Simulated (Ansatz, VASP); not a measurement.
**Two plane-wave programs on Y**

```
Y
1.0
    -2.02031    2.02031    2.02031
     2.02031   -2.02031    2.02031
     2.02031    2.02031   -2.02031
Y
1
Cartesian
  0.0000 0.0000 0.0000
```

Alike in both runs: functional PBE; k mesh 14 × 14 × 14; occupations fermi-dirac, width 0.05 eV; no spin polarisation.

Ansatz relaxed the structure, and its values are those at the end. VASP's run is a single point on that final structure, the one shown.

|  | VASP | Ansatz |
| --- | --- | --- |
| version | VASP 6.6.1 | Ansatz 0.2.0 |
| potentials or method | VASP PAW PBE potentials, release 64 (Y_sv) | PAW with Ansatz's default frozen-core files, scalar-relativistic |
| plane-wave cutoff (eV) | 520 | 420 |
| valence electrons in the cell | 11 | 11 |

```csv
,VASP,Ansatz,Ansatz less VASP
pressure (GPa),-0.1,0.0,+0.10
```

With one functional, cell and mesh, what is left measures potentials, basis and numerics.
